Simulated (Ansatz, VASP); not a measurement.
## SrO in VASP and in Ansatz

```
CELL_PARAMETERS angstrom
3.48752 0.00000 0.00000
-1.74376 3.02028 0.00000
0.00000 0.00000 6.08656
ATOMIC_POSITIONS crystal
Sr 0.33333 0.66667 0.25000
Sr 0.66667 0.33333 0.75000
O 0.00000 0.00000 0.00000
O 0.00000 0.00000 0.50000
```

Change from the starting cell: mode 8 frozen in at +0.000 Å, equal normal strain along x, y and z -0.0250.

Alike in both runs: task single point; functional PBE; k mesh 9 × 9 × 4; occupations gaussian, width 0.05 eV; no spin polarisation.

```csv
,VASP,Ansatz
version,VASP 6.6.1,Ansatz 0.2.0
potentials or method,"VASP PAW PBE potentials, release 64 (Sr_sv, O), cutoff 520 eV","scalar-relativistic, plane waves, PAW"
valence electrons in the cell,32,32
```

|  | VASP | Ansatz | Ansatz less VASP |
| --- | --- | --- | --- |
| gap on the k mesh at the Fermi level (eV) | 3.09 | 3.13 | +0.041 |
| least direct gap on the mesh (eV) | 3.35 | 3.38 | +0.035 |
| pressure (GPa) | 8.1 | 7.3 | -0.75 |
| traceless stress, the component that is largest in VASP (GPa) | 0.79 | 0.79 | +0.002 |
